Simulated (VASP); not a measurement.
# Al (P6_3/mmc) in VASP: a series of runs

Runs on Al. Level: r2SCAN. Tasks: single point.

All numbers are computed with VASP 6.6.1; they aren't measurements. Logs are shortened: lines on timing, memory, paths and dates and some standing lists are left out, and cuts for length are marked.

### 1 The cell of the first run

Symmetry: P6_3/mmc, No. 194, hexagonal system. Conventional cell: a = 2.827 Å, b = 2.827 Å, c = 9.247 Å, α = 90.00°, β = 90.00°, γ = 120.00°. Within 3.7 Å of Al (site symmetry -3m) lie 12 Al at 2.83 Å. Al (site symmetry -6m2) has 12 Al at 2.83 Å within 3.7 Å.

### 2 Single point, r2SCAN

Contents of POSCAR:

```
Al
1.0
    2.8270770200      0.0000000000      0.0000000000
   -1.4135385100      2.4483205200      0.0000000000
    0.0000000000      0.0000000000      9.2472330238
Al
4
Direct
    0.0000000000      0.0000000000      0.0000000000
    0.3333333333      0.6666666667      0.2500000000
    0.0000000000      0.0000000000      0.5000000000
    0.6666666667      0.3333333333      0.7500000000
```

Contents of INCAR.step1:

```
SYSTEM = Al
PREC = Accurate
ENCUT = 520
ISMEAR = -1
SIGMA = 0.05
LREAL = .False.
LASPH = .True.
NELM = 60
NBANDS = 14
GGA = PE
ALGO = Normal
EDIFF = 1E-4
LWAVE = .True.
LCHARG = .False.
```

Contents of INCAR.step2:

```
SYSTEM = Al
PREC = Accurate
ENCUT = 520
EDIFF = 1E-6
ISMEAR = -1
SIGMA = 0.05
LREAL = .False.
LASPH = .True.
NELM = 60
ALGO = Normal
ISIF = 2
LWAVE = .False.
LCHARG = .False.
METAGGA = R2SCAN
LMIXTAU = .True.
NBANDS = 14
ISTART = 1
```

Contents of KPOINTS:

```
Automatic mesh
0
Gamma
  14 14 4
  0 0 0
```

Potentials or basis: VASP PAW PBE potentials, release 64 (Al).

The run is started by

```sh
cat potpaw_PBE.64/Al/POTCAR > POTCAR
cp INCAR.step1 INCAR
mpirun -np 1 vasp_std > vasp.out
cp INCAR.step2 INCAR
mpirun -np 1 vasp_std > vasp.out
```

OUTCAR:

```text
SYSTEM = Al
   PREC = Accurate
   ENCUT = 520
   EDIFF = 1E-6
   ISMEAR = -1
   LREAL = .False.
   LASPH = .True.
   NELM = 60
   ISIF = 2
   METAGGA = R2SCAN
   ISTART = 1

 ion  position               nearest neighbor table
   1  0.000  0.000  0.000-   2 2.83   4 2.83   4 2.83   2 2.83   4 2.83   2 2.83
   2  0.333  0.667  0.250-   1 2.83   3 2.83   1 2.83   3 2.83   1 2.83   3 2.83
   3  0.000  0.000  0.500-   2 2.83   4 2.83   4 2.83   2 2.83   4 2.83   2 2.83
   4  0.667  0.333  0.750-   1 2.83   3 2.83   1 2.83   3 2.83   1 2.83   3 2.83

  LATTYP: Found a hexagonal cell.
 ALAT       =     2.8270770200
 C/A-ratio  =     3.2709519261

  Lattice vectors:

 A1 = (   2.8270770200,   0.0000000000,   0.0000000000)
 A2 = (  -1.4135385100,   2.4483205200,   0.0000000000)
 A3 = (   0.0000000000,   0.0000000000,   9.2472330238)

Analysis of symmetry for initial positions (statically):
=====================================================================
 Subroutine PRICEL returns:
 Original cell was already a primitive cell.

 Routine SETGRP: Setting up the symmetry group for a
 hexagonal supercell.

 Subroutine GETGRP returns: Found 24 space group operations
 (whereof 12 operations were pure point group operations)
 out of a pool of 24 trial point group operations.

The static configuration has the point symmetry D_3d.
 The point group associated with its full space group is D_6h.

Analysis of symmetry for dynamics (positions and initial velocities):
=====================================================================
 Subroutine PRICEL returns:
 Original cell was already a primitive cell.

 Routine SETGRP: Setting up the symmetry group for a
 hexagonal supercell.

 Subroutine GETGRP returns: Found 24 space group operations
 (whereof 12 operations were pure point group operations)
 out of a pool of 24 trial point group operations.

The dynamic configuration has the point symmetry D_3d.
 The point group associated with its full space group is D_6h.

 Subroutine INISYM returns: Found 24 space group operations
 (whereof 12 operations are pure point group operations),
 and found     1 'primitive' translations

----------------------------------------------------------------------------------------

                                     Primitive cell

  volume of cell :      64.0056

  direct lattice vectors                    reciprocal lattice vectors
     2.827077020  0.000000000  0.000000000     0.353722234  0.204221627  0.000000000
    -1.413538510  2.448320520  0.000000000     0.000000000  0.408443254  0.000000000
     0.000000000  0.000000000  9.247233024     0.000000000  0.000000000  0.108140456

  length of vectors
     2.827077020  2.827077022  9.247233024     0.408443254  0.408443254  0.108140456

  position of ions in fractional coordinates (direct lattice)
     0.000000000  0.000000000  0.000000000
     0.333333333  0.666666667  0.250000000
     0.000000000  0.000000000  0.500000000
     0.666666667  0.333333333  0.750000000

  ion indices of the primitive-cell ions
   primitive index   ion index
                 1           1
                 2           2
                 3           3
                 4           4

----------------------------------------------------------------------------------------

 KPOINTS: Automatic mesh

Automatic generation of k-mesh.
 Grid dimensions read from file:
 generate k-points for:   14   14    4

 Generating k-lattice:

  Cartesian coordinates                     Fractional coordinates (reciprocal lattice)
     0.025265874  0.014587259  0.000000000     0.071428571  0.000000000  0.000000000
     0.000000000  0.029174518  0.000000000     0.000000000  0.071428571  0.000000000
     0.000000000  0.000000000  0.027035114     0.000000000  0.000000000  0.250000000

  Length of vectors
     0.029174518  0.029174518  0.027035114

  Shift w.r.t. Gamma in fractional coordinates (k-lattice)
     0.000000000  0.000000000  0.000000000

 Subroutine IBZKPT returns following result:
 ===========================================

 Found     72 irreducible k-points:

 Following reciprocal coordinates:
            Coordinates               Weight
  0.000000  0.000000  0.000000      1.000000
  0.071429  0.000000  0.000000      6.000000
  0.142857  0.000000  0.000000      6.000000
  0.214286 -0.000000  0.000000      6.000000
  0.285714  0.000000  0.000000      6.000000
  0.357143  0.000000  0.000000      6.000000
[... 16 lines left out ...]
  0.285714  0.285714  0.000000      6.000000
  0.357143  0.285714  0.000000      6.000000
 [... further k-points ...]
   k-points           NKPTS =     72   k-points in BZ     NKDIM =     72   number of bands    NBANDS=     14
   number of dos      NEDOS =    301   number of ions     NIONS =      4
   total plane-waves  NPLWV =  40320
   dimension x,y,z NGX =    24 NGY =   24 NGZ =   70
   dimension x,y,z NGXF=    48 NGYF=   48 NGZF=  140
   ions per type =               4
   NGX,Y,Z   is equivalent  to a cutoff of  14.11, 14.11, 12.58 a.u.
   NGXF,Y,Z  is equivalent  to a cutoff of  28.23, 28.23, 25.17 a.u.
 SYSTEM =  Al
   PREC   = accura    normal or accurate (medium, high low for compatibility)
   ISTART =      1    job   : 0-new  1-cont  2-samecut
   ICHARG =      0    charge: 1-file 2-atom 10-const
   ISPIN  =      1    spin polarized calculation?
   LNONCOLLINEAR =      F non collinear calculations
   LSORBIT =      F    spin-orbit coupling
   LASPH  =      T    aspherical Exc in radial PAW
   ENCUT  =  520.0 eV  38.22 Ry    6.18 a.u.   5.26  5.26 17.19*2*pi/ulx,y,z
   NELM   =     60;   NELMIN=  2; NELMDL=  0     # of ELM steps
   EDIFF  = 0.1E-05   stopping-criterion for ELM
   LREAL  =      F    real-space projection
   EDIFFG = 0.1E-04   stopping-criterion for IOM
   NSW    =      0    number of steps for IOM
   IBRION =     -1    ionic relax: 0-MD 1-quasi-New 2-CG
   NFREE  =      0    steps in history (QN), initial steepest desc. (CG)
   ISIF   =      2    stress and relaxation
   ISYM   =      2    0-nonsym 1-usesym 2-fastsym
   POTIM  = 0.5000    time-step for ionic-motion
   TEBEG  =    0.0;   TEEND  =   0.0 temperature during run
   PSTRESS=    0.0 pullay stress
   NELECT =      12.0000    total number of electrons
   NUPDOWN=      -1.0000    fix difference up-down
   EMIN   =  10.00;   EMAX   =-10.00  energy-range for DOS
   EFERMI =   0.00;   METHOD = LEGACY
   ISMEAR =    -1;   SIGMA  =   0.05  broadening in eV -4-tet -1-fermi 0-gaus
   EFERMI_NEDOS =   21; number of points for ismear=-14 and -15
   IALGO  =     38    algorithm
   IMIX   =      4    mixing-type and parameters
     AMIX     =   0.40;   BMIX     =  1.00
     AMIX_MAG =   1.60;   BMIX_MAG =  1.00
  volume/ion in A,a.u.               =      16.00       107.98
  Fermi-wavevector in a.u.,A,eV,Ry     =   0.936978  1.770631 11.944930  0.877928
  Thomas-Fermi vector in A             =   2.064042
   LORBIT       =      0    0 simple, 1 ext, 2 COOP (PROOUT), +10 PAW based schemes
   METAGGA = R2SCAN    functional components
   LHFCALC =     F    Hartree Fock is set to
   AEXX    =    0.0000 exact exchange contribution
   IVDW    =     0    specifies the selected vdW correction
   LEPSILON=     F    determine dielectric tensor
   LRPA    =     F    only Hartree local field effects (RPA)
 non-spin polarized calculation
  energy-cutoff  :      520.00
  volume of cell :       64.01
 maximum number of plane-waves:      1748
 NGX is ok and might be reduce to    24
   NGX = 11   NGY = 11   NGZ = 35

 number of electron      12.0000000 magnetization

 Free energy of the ion-electron system (eV)
  ---------------------------------------------------
  ext. energy  EPLUGINS =         0.00000000
  ---------------------------------------------------
  free energy    TOTEN  =       -26.89134100 eV

  energy without entropy =      -26.87967680  energy(sigma->0) =      -26.88550890

 E-fermi :   8.3530     XC(G=0): -11.0244

 val. band max:        8.3260739690   @ k =   0.4286   0.1429   0.2500
 cond. band min:       8.3822466222   @ k =   0.2857   0.2143   0.0000
 fundamental gap:      0.0561726531
 Fermi energy:         8.3530007222

 k-point     1 :       0.0000    0.0000    0.0000
  band No.  band energies     occupation
      1      -3.7213      2.00000
      2      -1.8966      2.00000
      3      -1.8902      2.00000
      4       3.2031      2.00000
      5       3.7446      2.00000
      6      12.0367      0.00000
      7      12.0384      0.00000
      8      20.0192      0.00000
      9      20.0192      0.00000
     10      20.1243      0.00000
     11      20.1243      0.00000
     12      21.0908      0.00000
     13      21.0909      0.00000
     14      21.2191      0.00000

 k-point     2 :       0.0714    0.0000    0.0000
  band No.  band energies     occupation
      1      -3.5875      2.00000
      2      -1.7645      2.00000
      3      -1.7581      2.00000
      4       3.3276      2.00000
      5       3.8732      2.00000
      6      12.1396      0.00000
      7      12.1467      0.00000
      8      17.6207      0.00000
      9      18.5952      0.00000
     10      19.0441      0.00000
     11      19.1291      0.00000
     12      20.0728      0.00000
     13      20.0964      0.00000
     14      20.1063      0.00000

 k-point     3 :       0.1429    0.0000    0.0000
  band No.  band energies     occupation
      1      -3.1868      2.00000
      2      -1.3690      2.00000
      3      -1.3627      2.00000
      4       3.7012      2.00000
      5       4.2559      2.00000
      6      12.3975      0.00000
      7      12.4507      0.00000
      8      14.8355      0.00000
      9      16.2411      0.00000
     10      16.3624      0.00000
     11      17.3462      0.00000
     12      18.8301      0.00000
     13      18.8889      0.00000
     14      18.8963      0.00000

 k-point     4 :       0.2143   -0.0000    0.0000
  band No.  band energies     occupation
      1      -2.5215      2.00000
      2      -0.7125      2.00000
      3      -0.7065      2.00000
      4       4.3235      2.00000
      5       4.8803      2.00000
      6      11.6620      0.00000
      7      12.6371      0.00000
      8      13.2871      0.00000
      9      13.6061      0.00000
     10      14.0191      0.00000
     11      16.3255      0.00000
     12      17.3298      0.00000
     13      17.8774      0.00000
     14      17.8890      0.00000

 k-point     5 :       0.2857    0.0000    0.0000
  band No.  band energies     occupation
      1      -1.5955      2.00000
      2       0.2009      2.00000
      3       0.2063      2.00000
      4       5.1927      2.00000
      5       5.7022      2.00000
      6       9.2917      0.00000
      7      10.8086      0.00000
      8      10.9673      0.00000
      9      13.9768      0.00000
     10      14.0759      0.00000
     11      15.5329      0.00000
[... 276 lines left out ...]
 k-point    22 :       0.3571    0.2143    0.0000
  band No.  band energies     occupation
      1       2.6813      2.00000
      2       4.2927      2.00000
      3       4.3584      2.00000
      4       4.5004      2.00000
      5       6.2658      2.00000
      6       6.2975      2.00000
      7       7.8033      1.99997
      8       9.2752      0.00000
      9       9.3641      0.00000
     10       9.9107      0.00000
     11      10.9694      0.00000
     12      11.2232      0.00000
     13      12.3150      0.00000
     14      14.6489      0.00000

 k-point    23 :       0.2857    0.2857    0.0000
  band No.  band energies     occupation
      1       2.5550      2.00000
      2       4.2463      2.00000
      3       4.2596      2.00000
      4       5.9819      2.00000
      5       6.1041      2.00000
      6       7.3486      2.00000
      7       7.5718      2.00000
      8       8.0865      1.99037
      9       8.4965      0.10727
     10       9.2853      0.00000
     11      10.6359      0.00000
     12      12.5526      0.00000
     13      13.0337      0.00000
     14      13.3618      0.00000

 k-point    24 :       0.3571    0.2857    0.0000
  band No.  band energies     occupation
      1       4.1829      2.00000
      2       4.2051      2.00000
      3       5.4458      2.00000
      4       5.5388      2.00000
      5       5.8967      2.00000
      6       6.1830      2.00000
      7       6.4387      2.00000
      8       7.8283      1.99994
      9       8.0645      1.99378
     10      10.5885      0.00000
     11      11.1706      0.00000
     12      11.7167      0.00000
     13      12.1831      0.00000
     14      12.7119      0.00000

 [... further k-points ...]

------------------------ aborting loop because EDIFF is reached ----------------------------------------

  FORCE on cell =-STRESS in cart. coord.  units (eV):
  Direction    XX          YY          ZZ          XY          YZ          ZX
  --------------------------------------------------------------------------------------
  -------------------------------------------------------------------------------------
  Total       -0.4039049     -0.4039049      0.1360220      0.0000000      0.0000000      0.0000000
  in kB      -10.1104840    -10.1104840      3.4048811      0.0000000      0.0000000      0.0000000
  external PRESSURE =      -5.6053623 kB  Pullay stress =       0.0000000 kB

 VOLUME and BASIS-vectors are now :
 -----------------------------------------------------------------------------
  energy-cutoff  :      520.00
  volume of cell :       64.01
      direct lattice vectors                 reciprocal lattice vectors
     2.827077020  0.000000000  0.000000000     0.353722234  0.204221627  0.000000000
    -1.413538510  2.448320520  0.000000000     0.000000000  0.408443254  0.000000000
     0.000000000  0.000000000  9.247233024     0.000000000  0.000000000  0.108140456

 POSITION                                       TOTAL-FORCE (eV/Angst)
 -----------------------------------------------------------------------------------
      0.00000      0.00000      0.00000         0.000000      0.000000      0.000000
     -0.00000      1.63221      2.31181         0.000000      0.000000     -0.000000
      0.00000      0.00000      4.62362         0.000000      0.000000      0.000000
      1.41354      0.81611      6.93542        -0.000000     -0.000000      0.000000
 -----------------------------------------------------------------------------------
    total drift:                               -0.000000      0.000000      0.000000

  FREE ENERGIE OF THE ION-ELECTRON SYSTEM (eV)
  ---------------------------------------------------
  free  energy   TOTEN  =       -26.8913409968 eV

  energy  without entropy=      -26.8796767966  energy(sigma->0) =      -26.88550890
```

It took 1.7 min on 1 thread of Intel Xeon Platinum 8559C (Emerald Rapids), shared host; peak memory 0.21 GiB.

Results:

```yaml
Free_energy: -26.8913 eV
Pressure: -0.6 GPa
Band_gap_on_the_k_mesh: zero (band 6 reaches 12.46 eV, above the bottom of band 7 at 6.44 eV)
```

Levels at points of the mesh, in eV from the Fermi level:
```csv
k point,band 2,band 3,band 4,band 5,band 6,band 7,band 8,band 9,band 10,band 11
"(0.00, 0.00, 0.00)",-10.25,-10.24,-5.15,-4.61,3.68,3.69,11.67,11.67,11.77,11.77
"(0.50, 0.00, 0.00)",-5.67,-4.30,-4.30,-3.49,-3.47,0.80,1.21,1.52,1.89,6.16
"(0.00, 0.00, 0.50)",-11.62,-8.00,-8.00,-0.96,-0.96,8.92,8.92,12.01,12.01,12.01
"(0.50, 0.00, 0.50)",-5.31,-5.18,-5.18,-2.01,-2.01,-1.29,-1.29,4.95,4.95,4.99
```

Caveat: the PAW data sets were made with another functional, which shifts forces and pressure a little.

### 3 Single point, r2SCAN

This run uses another cell than the first one, of 16.05 Å³/atom, 1.003 times its volume.

POSCAR: that of step 2 with these lines changed.

```diff
@@ -4,3 +4,3 @@
    -1.4135385100      2.4483205200      0.0000000000
-    0.0000000000      0.0000000000      9.2472330238
+    0.0000000000      0.0000000000      9.2778530007
 Al
```

Contents of INCAR.step1:

```
ALGO = Normal ; EDIFF = 1E-4
ENCUT = 520 ; GGA = PE
ISMEAR = -1 ; LASPH = True
LCHARG = False ; LREAL = False
LWAVE = True ; NBANDS = 14
NELM = 60 ; PREC = Accurate
SIGMA = 0.05
```

Contents of INCAR.step2:

```
ALGO = Normal ; EDIFF = 1E-6
ENCUT = 520 ; ISIF = 2
ISMEAR = -1 ; ISTART = 1
LASPH = True ; LCHARG = False
LMIXTAU = True ; LREAL = False
LWAVE = False ; METAGGA = R2SCAN
NBANDS = 14 ; NELM = 60
PREC = Accurate ; SIGMA = 0.05
```

Contents of KPOINTS:

```
k-points
0
Gamma
  14 14 4
```

Potentials or basis: VASP PAW PBE potentials, release 64 (Al).

The run is started by

```sh
cat potpaw_PBE.64/Al/POTCAR > POTCAR
cp INCAR.step1 INCAR
mpirun -np 1 vasp_std > vasp.out
cp INCAR.step2 INCAR
mpirun -np 1 vasp_std > vasp.out
```

Run time: 1.8 min. Hardware: 1 thread of Intel Xeon Platinum 8559C (Emerald Rapids), shared host; peak memory 0.21 GiB.

The run converged. Its results:

| Quantity | Value |
| --- | --- |
| Free energy | -26.8914 eV |
| Pressure | -0.9 GPa |
| Band gap on the k mesh | zero (band 6 reaches 12.38 eV, above the bottom of band 7 at 6.42 eV) |

Stress tensor (GPa, compression positive):
```
-1.21  0.00  0.00
 0.00 -1.21  0.00
 0.00  0.00 -0.13
```

Levels at points of the mesh, in eV from the Fermi level:
```tsv
k point	band 3	band 4	band 5	band 6	band 7	band 8	band 9	band 10
(0.00, 0.00, 0.00)	-10.23	-5.16	-4.65	3.61	3.61	11.69	11.69	11.79
(0.50, 0.00, 0.00)	-4.29	-4.29	-3.48	-3.46	0.79	1.21	1.48	1.85
(0.00, 0.00, 0.50)	-8.00	-8.00	-1.01	-1.01	8.82	8.82	12.04	12.04
(0.50, 0.00, 0.50)	-5.17	-5.17	-2.01	-2.01	-1.29	-1.29	4.91	4.91
```

Caveat: the PAW data sets were made with another functional, which shifts forces and pressure a little.
